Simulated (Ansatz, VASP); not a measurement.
## Mo in VASP and in Ansatz

The input INCAR:

```
SYSTEM = Mo
PREC = Accurate ; ENCUT = 520
EDIFF = 1E-6 ; ISMEAR = -1
SIGMA = 0.1 ; LREAL = .FALSE.
LASPH = .TRUE. ; NELM = 100
ALGO = Normal ; ISIF = 2
LWAVE = .FALSE. ; LCHARG = .FALSE.
GGA = CA ; NBANDS = 13
```

File KPOINTS:

```
regular mesh
0
G
  14 14 14
  0 0 0
```

The input POSCAR:

```
Mo
1.0
   -1.5565618036      1.5565618036      1.5565618036
    1.5565618036     -1.5565618036      1.5565618036
    1.5565618036      1.5565618036     -1.5565618036
Mo
1
Direct
    0.0000000000      0.0000000000      0.0000000000
```

Input for Ansatz:

```yaml
crystal:
  lattice:
    - [-1.5565618036, 1.5565618036, 1.5565618036]
    - [1.5565618036, -1.5565618036, 1.5565618036]
    - [1.5565618036, 1.5565618036, -1.5565618036]
  atoms:
    - { symbol: Mo, position: [0.0, 0.0, 0.0] }
hamiltonian:
  xc: lda
  pseudopotentials:
    kind: paw
    azcp:
      Mo: "pseudopotentials/Mo.paw.azcp"
basis:
  ecutwfc: 600
  fft_grid_basis: typed
kpoints:
  mp_grid: { grid: [14, 14, 14], shift: [0, 0, 0] }
magnetization:
  spin_polarized: false
scf:
  occupations: { method: fermi_dirac, width: 0.1 }
  lower_state_search: "off"
output:
  stress: true
  write_density: true
  write_potential: true
  elf: true
  volumetric_format: npy
```

Alike in both runs: task single point; functional LDA; k mesh 14 × 14 × 14; occupations fermi-dirac, width 0.1 eV; no spin polarisation.

|  | VASP | Ansatz |
| --- | --- | --- |
| version | VASP 6.6.1 | Ansatz 0.2.0 |
| potentials or method | VASP PAW LDA potentials, release 64 (Mo_sv), cutoff 520 eV | plane waves (600 eV) with PAW, scalar-relativistic |
| valence electrons in the cell | 14 | 14 |

|  | VASP | Ansatz | Ansatz less VASP |
| --- | --- | --- | --- |
| pressure (GPa) | 1.2 | 0.0 | -1.20 |

Ansatz warns that its potentials were made for another functional, while VASP's fit it. LDA's correlation is that of Perdew and Zunger in VASP and of Perdew and Wang (1992) in Ansatz.
